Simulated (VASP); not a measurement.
# Co (P6/mmm) in VASP: single point with PBE

Aim: the single point of Co with PBE.

Everything below comes from runs of VASP 6.6.1. Logs are shortened: lines on timing, memory, paths and dates and some standing lists are left out, and cuts for length are marked.

## (1) The cell of the first run

The structure is hexagonal, space group P6/mmm (No. 191). Conventional cell: a = 1.881 Å, b = 1.881 Å, c = 1.765 Å, α = 90.00°, β = 90.00°, γ = 120.00°. Within 2.3 Å of Co (site symmetry 6/mmm) lie 8 Co at 1.76 to 1.88 Å.

This isn't the form of Co at room conditions, which is hcp.

## (2) Single point, PBE, collinear spin, ferromagnetic start (5.41 Å³/atom)

POSCAR reads:

```
Co
1.0
    1.8814496037      0.0000000000      0.0000000000
   -0.9407248019      1.6293831528      0.0000000000
    0.0000000000      0.0000000000      1.7645823188
Co
1
Direct
    0.0000000000      0.0000000000      0.0000000000
```

INCAR.step1 reads:

```
PREC = Accurate ; ENCUT = 510
EDIFF = 1E-6 ; ISMEAR = -1
SIGMA = 0.1 ; LREAL = F
LASPH = T ; NELM = 200
ALGO = Normal ; ISIF = 2
LWAVE = F ; LCHARG = T
ISPIN = 2 ; MAGMOM = 1.7
LMAXMIX = 4 ; GGA = PE
NBANDS = 18 ; GGA_COMPAT = F
NEDOS = 2001 ; LORBIT = 11
```

KPOINTS.step1 reads:

```
Automatic mesh
0
Gamma
  18 18 17
```

INCAR.step2 reads:

```
PREC = Accurate ; ENCUT = 510
EDIFF = 1E-6 ; ISMEAR = -5
SIGMA = 0.1 ; LREAL = F
LASPH = T ; NELM = 200
ALGO = Normal ; ISIF = 2
LWAVE = F ; LCHARG = F
ISPIN = 2 ; MAGMOM = 1.7
LORBIT = 10 ; LMAXMIX = 4
GGA = PE ; NBANDS = 18
NEDOS = 2001 ; ICHARG = 11
GGA_COMPAT = F
```

KPOINTS.step2 reads:

```
Automatic mesh
0
Gamma
  27 27 26
```

Potentials or basis: VASP PAW PBE potentials, release 64 (Co_sv).

Command:

```console
$ cat potpaw_PBE.64/Co_sv/POTCAR > POTCAR
$ cp INCAR.step1 INCAR
$ cp KPOINTS.step1 KPOINTS
$ mpirun -np 1 vasp_std > vasp.out
$ cp INCAR.step2 INCAR
$ cp KPOINTS.step2 KPOINTS
$ mpirun -np 1 vasp_std > vasp.out
```

OUTCAR:

```text
PREC = Accurate
   ENCUT = 510
   EDIFF = 1E-6
   ISMEAR = -5
   LREAL = F
   LASPH = T
   NELM = 200
   ISIF = 2
   ISPIN = 2
   LORBIT = 10
   GGA = PE
   ICHARG = 11

 ion  position               nearest neighbor table
   1  0.000  0.000  0.000-

  LATTYP: Found a hexagonal cell.
 ALAT       =     1.8814496037
 C/A-ratio  =     0.9378844458

  Lattice vectors:

 A1 = (   1.8814496037,   0.0000000000,   0.0000000000)
 A2 = (  -0.9407248019,   1.6293831528,   0.0000000000)
 A3 = (   0.0000000000,   0.0000000000,   1.7645823188)

Analysis of symmetry for initial positions (statically):
=====================================================================
 Subroutine PRICEL returns:
 Original cell was already a primitive cell.

 Routine SETGRP: Setting up the symmetry group for a
 hexagonal supercell.

 Subroutine GETGRP returns: Found 24 space group operations
 (whereof 24 operations were pure point group operations)
 out of a pool of 24 trial point group operations.

The static configuration has the point symmetry D_6h.

Analysis of symmetry for dynamics (positions and initial velocities):
=====================================================================
 Subroutine PRICEL returns:
 Original cell was already a primitive cell.

 Routine SETGRP: Setting up the symmetry group for a
 hexagonal supercell.

 Subroutine GETGRP returns: Found 24 space group operations
 (whereof 24 operations were pure point group operations)
 out of a pool of 24 trial point group operations.

The dynamic configuration has the point symmetry D_6h.

Analysis of structural, dynamic, and magnetic symmetry:
=====================================================================
 Subroutine PRICEL returns:
 Original cell was already a primitive cell.

 Routine SETGRP: Setting up the symmetry group for a
 hexagonal supercell.

 Subroutine GETGRP returns: Found 24 space group operations
 (whereof 24 operations were pure point group operations)
 out of a pool of 24 trial point group operations.

The overall configuration has the point symmetry D_6h.

 Subroutine INISYM returns: Found 24 space group operations
 (whereof 24 operations are pure point group operations),
 and found     1 'primitive' translations

----------------------------------------------------------------------------------------

                                     Primitive cell

  volume of cell :       5.4095

  direct lattice vectors                    reciprocal lattice vectors
     1.881449604  0.000000000  0.000000000     0.531505068  0.306864594  0.000000000
    -0.940724802  1.629383153  0.000000000     0.000000000  0.613729188  0.000000000
     0.000000000  0.000000000  1.764582319     0.000000000  0.000000000  0.566706347

  length of vectors
     1.881449604  1.881449604  1.764582319     0.613729188  0.613729188  0.566706347

  position of ions in fractional coordinates (direct lattice)
     0.000000000  0.000000000  0.000000000

  ion indices of the primitive-cell ions
   primitive index   ion index
                 1           1

----------------------------------------------------------------------------------------

 KPOINTS: Automatic mesh

Automatic generation of k-mesh.
 Grid dimensions read from file:
 generate k-points for:   27   27   26

 Generating k-lattice:

  Cartesian coordinates                     Fractional coordinates (reciprocal lattice)
     0.019685373  0.011365355  0.000000000     0.037037037 -0.000000000  0.000000000
     0.000000000  0.022730711  0.000000000     0.000000000  0.037037037  0.000000000
     0.000000000  0.000000000  0.021796398     0.000000000  0.000000000  0.038461538

  Length of vectors
     0.022730711  0.022730711  0.021796398

  Shift w.r.t. Gamma in fractional coordinates (k-lattice)
     0.000000000  0.000000000  0.000000000

 TETIRR: Found  19214 inequivalent tetrahedra from   113724

 Subroutine IBZKPT returns following result:
 ===========================================

 Found   1050 irreducible k-points:

 Following reciprocal coordinates:
            Coordinates               Weight
  0.000000  0.000000  0.000000      1.000000
  0.037037 -0.000000  0.000000      6.000000
  0.074074 -0.000000  0.000000      6.000000
  0.111111  0.000000  0.000000      6.000000
  0.148148  0.000000  0.000000      6.000000
  0.185185  0.000000  0.000000      6.000000
[... 16 lines left out ...]
  0.333333  0.037037  0.000000     12.000000
  0.370370  0.037037  0.000000     12.000000
 [... further k-points ...]
   k-points           NKPTS =   1050   k-points in BZ     NKDIM =   1050   number of bands    NBANDS=     18
   number of dos      NEDOS =   2001   number of ions     NIONS =      1
   total plane-waves  NPLWV =   2744
   dimension x,y,z NGX =    14 NGY =   14 NGZ =   14
   dimension x,y,z NGXF=    28 NGYF=   28 NGZF=   28
   ions per type =               1
   NGX,Y,Z   is equivalent  to a cutoff of  12.37, 12.37, 13.19 a.u.
   NGXF,Y,Z  is equivalent  to a cutoff of  24.74, 24.74, 26.38 a.u.
 SYSTEM =  unknown system
   PREC   = accura    normal or accurate (medium, high low for compatibility)
   ISTART =      0    job   : 0-new  1-cont  2-samecut
   ICHARG =     11    charge: 1-file 2-atom 10-const
   ISPIN  =      2    spin polarized calculation?
   LNONCOLLINEAR =      F non collinear calculations
   LSORBIT =      F    spin-orbit coupling
   LASPH  =      T    aspherical Exc in radial PAW
   ENCUT  =  510.0 eV  37.48 Ry    6.12 a.u.   3.46  3.46  3.25*2*pi/ulx,y,z
   NELM   =    200;   NELMIN=  2; NELMDL=  0     # of ELM steps
   EDIFF  = 0.1E-05   stopping-criterion for ELM
   LREAL  =      F    real-space projection
   EDIFFG = 0.1E-04   stopping-criterion for IOM
   NSW    =      0    number of steps for IOM
   IBRION =     -1    ionic relax: 0-MD 1-quasi-New 2-CG
   NFREE  =      0    steps in history (QN), initial steepest desc. (CG)
   ISIF   =      2    stress and relaxation
   ISYM   =      2    0-nonsym 1-usesym 2-fastsym
   POTIM  = 0.5000    time-step for ionic-motion
   TEBEG  =    0.0;   TEEND  =   0.0 temperature during run
   PSTRESS=    0.0 pullay stress
   NELECT =      17.0000    total number of electrons
   NUPDOWN=      -1.0000    fix difference up-down
   EMIN   =  10.00;   EMAX   =-10.00  energy-range for DOS
   EFERMI =   0.00;   METHOD = LEGACY
   ISMEAR =    -5;   SIGMA  =   0.10  broadening in eV -4-tet -1-fermi 0-gaus
   EFERMI_NEDOS =   21; number of points for ismear=-14 and -15
   IALGO  =     38    algorithm
   IMIX   =      4    mixing-type and parameters
     AMIX     =   0.40;   BMIX     =  1.00
     AMIX_MAG =   1.60;   BMIX_MAG =  1.00
  volume/ion in A,a.u.               =       5.41        36.51
  Fermi-wavevector in a.u.,A,eV,Ry     =   2.397941  4.531452 78.235170  5.750123
  Thomas-Fermi vector in A             =   3.301970
   LORBIT       =     10    0 simple, 1 ext, 2 COOP (PROOUT), +10 PAW based schemes
   GGA     = PE    functional components
   LHFCALC =     F    Hartree Fock is set to
   AEXX    =    0.0000 exact exchange contribution
   IVDW    =     0    specifies the selected vdW correction
   LEPSILON=     F    determine dielectric tensor
   LRPA    =     F    only Hartree local field effects (RPA)
 spin polarized calculation
 Fermi weights with tetrahedron method with Bloechl corrections
  energy-cutoff  :      510.00
  volume of cell :        5.41
 maximum number of plane-waves:       151
 NGX is ok and might be reduce to    14

 number of electron      16.9999954 magnetization       0.0000662

 Free energy of the ion-electron system (eV)
  ---------------------------------------------------
  ext. energy  EPLUGINS =         0.00000000
  ---------------------------------------------------
  free energy    TOTEN  =         1.05831187 eV

  energy without entropy =        1.05831187  energy(sigma->0) =        1.05831187

 E-fermi :  28.4577     XC(G=0): -18.8457

 val. band max:       28.5547427177   @ k =   0.3704   0.0000   0.1154
 cond. band min:      28.4229022300   @ k =   0.3704   0.0741   0.1154
 fundamental gap:     -0.1318404877
 Fermi energy:        28.4576598407

 spin component 1

 k-point     1 :       0.0000    0.0000    0.0000
  band No.  band energies     occupation
      1     -69.5371      1.00000
      2     -30.5252      1.00000
      3     -30.5252      1.00000
      4     -30.3483      1.00000
      5      15.0286      1.00000
      6      18.4831      1.00000
[... 10 lines left out ...]
     17      72.8787      0.00000
     18      90.9261      0.00000

 k-point     2 :       0.0370   -0.0000    0.0000
  band No.  band energies     occupation
      1     -69.5246      1.00000
      2     -30.5756      1.00000
      3     -30.5356      1.00000
      4     -30.3429      1.00000
      5      15.1272      1.00000
      6      18.5240      1.00000
[... 10 lines left out ...]
     17      74.1785      0.00000
     18      91.2162      0.00000

 k-point     3 :       0.0741   -0.0000    0.0000
  band No.  band energies     occupation
      1     -69.4878      1.00000
      2     -30.7251      1.00000
      3     -30.5675      1.00000
      4     -30.3269      1.00000
      5      15.4157      1.00000
      6      18.6438      1.00000
[... 10 lines left out ...]
     17      75.9665      0.00000
     18      92.0687      0.00000

 k-point     4 :       0.1111    0.0000    0.0000
  band No.  band energies     occupation
      1     -69.4283      1.00000
      2     -30.9636      1.00000
      3     -30.6186      1.00000
      4     -30.3013      1.00000
      5      15.8713      1.00000
      6      18.8357      1.00000
[... 375 lines left out ...]
      4     -30.0610      1.00000
      5      18.2303      1.00000
      6      19.9097      1.00000
[... 10 lines left out ...]
     17      84.1207      0.00000
     18      87.6843      0.00000

 k-point    23 :       0.3333    0.0370    0.0000
  band No.  band energies     occupation
      1     -68.7599      1.00000
      2     -33.3898      1.00000
      3     -31.1781      1.00000
      4     -30.0197      1.00000
      5      17.9719      1.00000
      6      20.2494      1.00000
[... 10 lines left out ...]
     17      84.3855      0.00000
     18      87.4624      0.00000

 k-point    24 :       0.3704    0.0370    0.0000
  band No.  band energies     occupation
      1     -68.6744      1.00000
      2     -33.6739      1.00000
      3     -31.2444      1.00000
      4     -29.9849      1.00000
      5      17.6977      1.00000
      6      20.5660      1.00000
[... 10 lines left out ...]
     17      84.2323      0.00000
     18      87.0247      0.00000

 [... further k-points ...]

 spin component 2

 k-point     1 :       0.0000    0.0000    0.0000
  band No.  band energies     occupation
      1     -69.5370      1.00000
      2     -30.5251      1.00000
      3     -30.5251      1.00000
      4     -30.3482      1.00000
      5      15.0286      1.00000
      6      18.4831      1.00000
[... 10 lines left out ...]
     17      72.8787      0.00000
     18      90.9262      0.00000

 k-point     2 :       0.0370   -0.0000    0.0000
  band No.  band energies     occupation
      1     -69.5245      1.00000
      2     -30.5755      1.00000
      3     -30.5355      1.00000
      4     -30.3428      1.00000
      5      15.1272      1.00000
      6      18.5240      1.00000
[... 10 lines left out ...]
     17      74.1785      0.00000
     18      91.2162      0.00000

 k-point     3 :       0.0741   -0.0000    0.0000
  band No.  band energies     occupation
      1     -69.4877      1.00000
      2     -30.7250      1.00000
      3     -30.5674      1.00000
      4     -30.3268      1.00000
      5      15.4157      1.00000
      6      18.6438      1.00000
[... 10 lines left out ...]
     17      75.9665      0.00000
     18      92.0678      0.00000

 k-point     4 :       0.1111    0.0000    0.0000
  band No.  band energies     occupation
      1     -69.4282      1.00000
      2     -30.9635      1.00000
      3     -30.6185      1.00000
      4     -30.3012      1.00000
      5      15.8713      1.00000
      6      18.8357      1.00000
[... 375 lines left out ...]
      4     -30.0609      1.00000
      5      18.2303      1.00000
      6      19.9097      1.00000
[... 10 lines left out ...]
     17      84.1208      0.00000
     18      87.6808      0.00000

 k-point    23 :       0.3333    0.0370    0.0000
  band No.  band energies     occupation
      1     -68.7598      1.00000
      2     -33.3898      1.00000
      3     -31.1780      1.00000
      4     -30.0197      1.00000
      5      17.9719      1.00000
      6      20.2494      1.00000
[... 10 lines left out ...]
     17      84.3854      0.00000
     18      87.4496      0.00000

 k-point    24 :       0.3704    0.0370    0.0000
  band No.  band energies     occupation
      1     -68.6744      1.00000
      2     -33.6738      1.00000
      3     -31.2443      1.00000
      4     -29.9848      1.00000
      5      17.6978      1.00000
      6      20.5660      1.00000
[... 10 lines left out ...]
     17      84.2323      0.00000
     18      87.0249      0.00000

 [... further k-points ...]

------------------------ aborting loop because EDIFF is reached ----------------------------------------

  FORCE on cell =-STRESS in cart. coord.  units (eV):
  Direction    XX          YY          ZZ          XY          YZ          ZX
  --------------------------------------------------------------------------------------
  -------------------------------------------------------------------------------------
  Total       26.6021548     26.6021548     26.5959614     -0.0000000      0.0000000     -0.0000000
  in kB     7878.9739400   7878.9739405   7877.1396007     -0.0000002      0.0000000     -0.0000000
  external PRESSURE =    7878.3624937 kB  Pullay stress =       0.0000000 kB

 VOLUME and BASIS-vectors are now :
 -----------------------------------------------------------------------------
  energy-cutoff  :      510.00
  volume of cell :        5.41
      direct lattice vectors                 reciprocal lattice vectors
     1.881449604  0.000000000  0.000000000     0.531505068  0.306864594  0.000000000
    -0.940724802  1.629383153  0.000000000     0.000000000  0.613729188  0.000000000
     0.000000000  0.000000000  1.764582319     0.000000000  0.000000000  0.566706347

 POSITION                                       TOTAL-FORCE (eV/Angst)
 -----------------------------------------------------------------------------------
      0.00000      0.00000      0.00000         0.000000      0.000000      0.000000
 -----------------------------------------------------------------------------------
    total drift:                               -0.000000     -0.000000     -0.000000

  FREE ENERGIE OF THE ION-ELECTRON SYSTEM (eV)
  ---------------------------------------------------
  free  energy   TOTEN  =         1.0583118708 eV

  energy  without entropy=        1.0583118708  energy(sigma->0) =        1.05831187

 total charge

# of ion       s       p       d       tot
------------------------------------------
    1        2.491   6.399   7.496  16.386

 magnetization (x)

# of ion       s       p       d       tot
------------------------------------------
    1        0.000   0.000   0.000   0.000
```

Wall time 2.2 min (1 thread of Intel Xeon Platinum 8259CL at 2.50GHz (Skylake/Cascade Lake), shared host); peak memory 0.37 GiB.

Results:

* Net moment: 0.00 μB per cell
* Valence electrons inside the program's atomic spheres: Co 16.39

Levels at points of the mesh, in eV from the Fermi level:
Spin up:
```csv
k point,band 6,band 7,band 8,band 9,band 10,band 11,band 12,band 13
"(0.00, 0.00, 0.00)",-9.97,-4.95,-4.95,1.56,1.56,27.50,31.47,41.91
"(0.00, 0.00, 0.50)",-3.79,-3.79,-2.85,-2.44,-2.44,13.37,35.69,40.14
```
Spin down:
```
           k point  band 5  band 6  band 7  band 8  band 9  band 10  band 11  band 12  band 13  band 14
(0.00, 0.00, 0.00)  -13.43   -9.97   -4.95   -4.95    1.56     1.56    27.50    31.47    41.91    42.87
(0.00, 0.00, 0.50)   -7.61   -3.79   -3.79   -2.85   -2.44    -2.44    13.37    35.69    40.14    40.14
```

Caveat: atoms lie so close that the PAW spheres overlap strongly, which falsifies energies and pressures; the moments typed at the start vanished in this run.
